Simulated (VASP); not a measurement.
Wanted: the native input for a VASP 6.6.1 run.

```
Task                   : single point
Functional             : PBE
Potentials or basis    : VASP PAW PBE potentials, release 64 (Hg, Se)
Cutoff                 : 520 eV
k mesh                 : 12 × 12 × 12
Occupations            : gaussian, width 0.1 eV
Spin                   : no spin polarisation
Dipole correction      : no
Further INCAR settings : ALGO = Normal; EDIFF = 1e-07; NBANDS = 22
```

The structure of Hg2Se lies in POSCAR:

```
Hg2Se
1.0
    0.0000000000      3.4898916386      3.4898916386
    3.4898916386      0.0000000000      3.4898916386
    3.4898916386      3.4898916386      0.0000000000
Hg Se
2 1
Direct
    0.2500000000      0.2500000000      0.2500000000
    0.7500000000      0.7500000000      0.7500000000
    0.0000000000      0.0000000000      0.0000000000
```

These files were run (other wordings do the same):

INCAR

```
SYSTEM = Hg2Se
PREC = Accurate
ENCUT = 520
EDIFF = 1E-7
ISMEAR = 0
SIGMA = 0.1
LREAL = .FALSE.
LASPH = .TRUE.
NELM = 100
ALGO = Normal
ISIF = 2
LWAVE = .FALSE.
LCHARG = .FALSE.
GGA = PE
NBANDS = 22
```

KPOINTS

```
Automatic mesh
0
G
  12 12 12
  0 0 0
```

Potentials or basis: VASP PAW PBE potentials, release 64 (Hg, Se).

The run is started by

```bash
$ cat potpaw_PBE.64/Hg/POTCAR potpaw_PBE.64/Se/POTCAR > POTCAR
$ mpirun -np 1 vasp_std > vasp.out
```

It gave:

| Quantity | Value |
| --- | --- |
| Pressure | 0.1 GPa |
| Band gap on the k mesh | zero (band 15 reaches 2.53 eV, above the bottom of band 16 at 1.20 eV) |

Caveat: spin-orbit coupling is left out, which moves the levels of the heavy elements.

Run time: 3.4 min on 1 thread of AMD EPYC 7R43 64-Core Processor (Zen 3) (shared host), peak memory 0.28 GiB.
